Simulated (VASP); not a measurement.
# WSe2 (P1) in VASP: single point with LDA

Aim: the single point of WSe2 with LDA.

All numbers are computed with VASP 6.6.1; they aren't measurements. Logs are shortened: lines on timing, memory, paths and dates and some standing lists are left out, and cuts for length are marked.

**1. The cell of the first run**

The typed cell holds 6 atoms: a = 3.290 Å, b = 3.290 Å, c = 12.970 Å, α = 90.00°, β = 90.00°, γ = 120.00°.

**2. Single point, LDA (atoms moved at random)**

Input file INCAR:

```
SYSTEM = WSe2
ALGO = Normal
EDIFF = 1E-6
ENCUT = 500
GGA_COMPAT = .FALSE.
ISIF = 2
ISMEAR = 0
LASPH = .TRUE.
LCHARG = .TRUE.
LELF = .TRUE.
LREAL = .FALSE.
LVHAR = .TRUE.
LWAVE = .FALSE.
NBANDS = 35
NELM = 120
PREC = Accurate
SIGMA = 0.05
```

Input file KPOINTS:

```
k-points
0
G
  12 12 2
  0 0 0
```

Input file POSCAR:

```
WSe2
1.0
    3.2899984505      0.0000000000      0.0000000000
   -1.6449992252      2.8492222365      0.0000000000
    0.0000000000      0.0000000000     12.9700000000
W Se
2 4
Direct
    0.3372178186      0.6601644017      0.2543194314
    0.6572163416      0.3377361376      0.7472475234
    0.3477955300      0.6830256180      0.6244043106
    0.6594705195      0.3285166216      0.1220357321
    0.3244594486      0.6565377189      0.8743591804
    0.6738403417      0.3340195021      0.3776338221
```

Potentials or basis: VASP PAW LDA potentials, release 64 (W_sv, Se).

On the command line:

```console
cat potpaw_LDA.64/W_sv/POTCAR potpaw_LDA.64/Se/POTCAR > POTCAR
mpirun -np 1 vasp_std > vasp.out
```

OUTCAR:

```text
SYSTEM = WSe2
   EDIFF = 1E-6
   ENCUT = 500
   ISIF = 2
   ISMEAR = 0
   LASPH = .TRUE.
   LREAL = .FALSE.
   NELM = 120
   PREC = Accurate

 ion  position               nearest neighbor table
   1  0.337  0.660  0.254-   6 2.47   6 2.48   6 2.50   4 2.53   4 2.56   4 2.58
   2  0.657  0.338  0.747-   3 2.45   3 2.45   5 2.48   5 2.52   3 2.53   5 2.55
   3  0.348  0.683  0.624-   2 2.45   2 2.45   2 2.53
   4  0.659  0.329  0.122-   1 2.53   1 2.56   1 2.58
   5  0.324  0.657  0.874-   2 2.48   2 2.52   2 2.55
   6  0.674  0.334  0.378-   1 2.47   1 2.48   1 2.50

  LATTYP: Found a hexagonal cell.
 ALAT       =     3.2899984505
 C/A-ratio  =     3.9422510968

  Lattice vectors:

 A1 = (   3.2899984505,   0.0000000000,   0.0000000000)
 A2 = (  -1.6449992252,   2.8492222365,   0.0000000000)
 A3 = (   0.0000000000,   0.0000000000,  12.9700000000)

Analysis of symmetry for initial positions (statically):
=====================================================================
 Subroutine PRICEL returns:
 Original cell was already a primitive cell.

 Routine SETGRP: Setting up the symmetry group for a
 hexagonal supercell.

 Subroutine GETGRP returns: Found  1 space group operations
 (whereof  1 operations were pure point group operations)
 out of a pool of 24 trial point group operations.

The static configuration has the point symmetry C_1 .

Analysis of symmetry for dynamics (positions and initial velocities):
=====================================================================
 Subroutine PRICEL returns:
 Original cell was already a primitive cell.

 Routine SETGRP: Setting up the symmetry group for a
 hexagonal supercell.

 Subroutine GETGRP returns: Found  1 space group operations
 (whereof  1 operations were pure point group operations)
 out of a pool of 24 trial point group operations.

The dynamic configuration has the point symmetry C_1 .

 Subroutine INISYM returns: Found  1 space group operations
 (whereof  1 operations are pure point group operations),
 and found     1 'primitive' translations

----------------------------------------------------------------------------------------

                                     Primitive cell

  volume of cell :     121.5800

  direct lattice vectors                    reciprocal lattice vectors
     3.289998451  0.000000000  0.000000000     0.303951511  0.175486487  0.000000000
    -1.644999225  2.849222237  0.000000000     0.000000000  0.350972973  0.000000000
[... 96 lines left out ...]
   NSW    =      0    number of steps for IOM
   IBRION =     -1    ionic relax: 0-MD 1-quasi-New 2-CG
   NFREE  =      0    steps in history (QN), initial steepest desc. (CG)
   ISIF   =      2    stress and relaxation
   ISYM   =      2    0-nonsym 1-usesym 2-fastsym
   POTIM  = 0.5000    time-step for ionic-motion
   TEBEG  =    0.0;   TEEND  =   0.0 temperature during run
   PSTRESS=    0.0 pullay stress
   NELECT =      52.0000    total number of electrons
   NUPDOWN=      -1.0000    fix difference up-down
   EMIN   =  10.00;   EMAX   =-10.00  energy-range for DOS
   EFERMI =   0.00;   METHOD = LEGACY
   ISMEAR =     0;   SIGMA  =   0.05  broadening in eV -4-tet -1-fermi 0-gaus
   EFERMI_NEDOS =   21; number of points for ismear=-14 and -15
   IALGO  =     38    algorithm
   IMIX   =      4    mixing-type and parameters
     AMIX     =   0.40;   BMIX     =  1.00
     AMIX_MAG =   1.60;   BMIX_MAG =  1.00
  volume/ion in A,a.u.               =      20.26       136.74
  Fermi-wavevector in a.u.,A,eV,Ry     =   1.233451  2.330885 20.699927  1.521402
  Thomas-Fermi vector in A             =   2.368181
   LORBIT       =      0    0 simple, 1 ext, 2 COOP (PROOUT), +10 PAW based schemes
   GGA     = CA    functional components
   LHFCALC =     F    Hartree Fock is set to
   AEXX    =    0.0000 exact exchange contribution
   IVDW    =     0    specifies the selected vdW correction
   LEPSILON=     F    determine dielectric tensor
   LRPA    =     F    only Hartree local field effects (RPA)
 non-spin polarized calculation
 Gauss-broadening in eV      SIGMA  =   0.05
  energy-cutoff  :      500.00
  volume of cell :      121.58
 maximum number of plane-waves:      3144
   NGX = 11   NGY = 11   NGZ = 47

 number of electron      52.0000001 magnetization

 Free energy of the ion-electron system (eV)
  ---------------------------------------------------
  ext. energy  EPLUGINS =         0.00000000
  ---------------------------------------------------
  free energy    TOTEN  =       -48.33687552 eV

  energy without entropy =      -48.33687552  energy(sigma->0) =      -48.33687552

 E-fermi :   6.6295     XC(G=0): -10.9757

 val. band max:        6.3710681581   @ k =   0.0000   0.0000   0.0000
 cond. band min:       7.1975210986   @ k =   0.1667   0.1667   0.0000
 fundamental gap:      0.8264529405
 Fermi energy:         6.6294583857

 k-point     1 :       0.0000    0.0000    0.0000
  band No.  band energies     occupation
      1     -67.6285      2.00000
      2     -67.6157      2.00000
      3     -32.1616      2.00000
      4     -32.1335      2.00000
      5     -32.0451      2.00000
      6     -32.0303      2.00000
[... 901 lines left out ...]
     34      10.1286      0.00000
     35      12.8555      0.00000

 [... further k-points ...]

------------------------ aborting loop because EDIFF is reached ----------------------------------------

  FORCE on cell =-STRESS in cart. coord.  units (eV):
  Direction    XX          YY          ZZ          XY          YZ          ZX
  --------------------------------------------------------------------------------------
  -------------------------------------------------------------------------------------
  Total       -0.8248796     -1.0051870      2.0306122     -0.5061133      0.8517696      0.0016226
  in kB      -10.8702406    -13.2463267     26.7593513     -6.6695472     11.2245962      0.0213822
  external PRESSURE =       0.8809280 kB  Pullay stress =       0.0000000 kB

 VOLUME and BASIS-vectors are now :
 -----------------------------------------------------------------------------
  energy-cutoff  :      500.00
  volume of cell :      121.58
      direct lattice vectors                 reciprocal lattice vectors
     3.289998451  0.000000000  0.000000000     0.303951511  0.175486487  0.000000000
    -1.644999225  2.849222237  0.000000000     0.000000000  0.350972973  0.000000000
     0.000000000  0.000000000 12.970000000     0.000000000  0.000000000  0.077101002

 POSITION                                       TOTAL-FORCE (eV/Angst)
 -----------------------------------------------------------------------------------
      0.02348      1.88096      3.29852        -0.335275      0.264641     -1.692806
      1.60667      0.96229      9.69180         0.872821     -0.025753      0.919130
      0.02067      1.94609      8.09852        -0.593246     -0.337271     -1.213273
      1.62925      0.93602      1.58280         0.308055     -0.052872      0.748291
     -0.01253      1.87062     11.34044        -0.272108      0.356823      0.315759
      1.66747      0.95170      4.89791         0.019753     -0.205568      0.922899
 -----------------------------------------------------------------------------------
    total drift:                                0.000149      0.000011     -0.000029

  FREE ENERGIE OF THE ION-ELECTRON SYSTEM (eV)
  ---------------------------------------------------
  free  energy   TOTEN  =       -48.3368755212 eV

  energy  without entropy=      -48.3368755212  energy(sigma->0) =      -48.33687552
```

OSZICAR:

```text
N       E                     dE             d eps       ncg     rms          rms(c)
DAV:   1     0.487480696426E+03    0.48748E+03   -0.27358E+04 11496   0.141E+03
DAV:   2    -0.194568984575E+02   -0.50694E+03   -0.48989E+03 12085   0.384E+02
DAV:   3    -0.496419698855E+02   -0.30185E+02   -0.29697E+02 12671   0.889E+01
DAV:   4    -0.503014137224E+02   -0.65944E+00   -0.65618E+00 12433   0.135E+01
DAV:   5    -0.503102192940E+02   -0.88056E-02   -0.87931E-02 12465   0.168E+00    0.316E+01
DAV:   6    -0.487373878170E+02    0.15728E+01   -0.56104E+00 11438   0.155E+01    0.113E+01
DAV:   7    -0.485174107359E+02    0.21998E+00   -0.25290E+00 10852   0.791E+00    0.581E+00
DAV:   8    -0.483384596205E+02    0.17895E+00   -0.35525E-01 11381   0.411E+00    0.137E+00
DAV:   9    -0.483385650492E+02   -0.10543E-03   -0.56698E-02 12295   0.113E+00    0.717E-01
DAV:  10    -0.483368662227E+02    0.16988E-02   -0.64733E-03 11457   0.540E-01    0.142E-01
DAV:  11    -0.483368837828E+02   -0.17560E-04   -0.66699E-04 12380   0.149E-01    0.497E-02
DAV:  12    -0.483368751092E+02    0.86736E-05   -0.81124E-05 11641   0.535E-02    0.564E-02
DAV:  13    -0.483368754351E+02   -0.32585E-06   -0.18097E-05 12231   0.257E-02    0.104E-02
DAV:  14    -0.483368755212E+02   -0.86120E-07   -0.28386E-06  9833   0.934E-03
   1 F= -.48336876E+02 E0= -.48336876E+02  d E =-.246971E-15
```

stdout:

```text
POSCAR found type information on POSCAR W Se
 POSCAR found :  2 types and       6 ions
 scaLAPACK will be used
 LDA part: xc-table for (Slater(with rela. corr.)+CA(PZ))
 , standard interpolation
 POSCAR, INCAR and KPOINTS ok, starting setup
 FFT: planning ... GRIDC
 FFT: planning ... GRID_SOFT
 FFT: planning ... GRID
 WAVECAR not read
 entering main loop
```

Run time: 11 min. Hardware: 1 thread of Intel Xeon 8259CL, shared host; peak memory 0.54 GiB.

Results:

```
Free energy            : -48.3369 eV
Pressure               : 0.1 GPa
Largest force          : 1.746 eV/Å
Band gap on the k mesh : 0.83 eV (least direct gap 1.37 eV)
```

Forces in eV/Å, atoms in the order of the input:
```
W   -0.335  0.265 -1.693
W    0.873 -0.026  0.919
Se  -0.593 -0.337 -1.213
Se   0.308 -0.053  0.748
Se  -0.272  0.357  0.316
Se   0.020 -0.206  0.923
```

Caveat: the cell differs from its parent crystal (atoms moved at random); spin-orbit coupling is left out, which moves the levels of the heavy elements; forces of over 1 eV/Å act on the atoms, so gaps and moduli don't describe the material at rest.
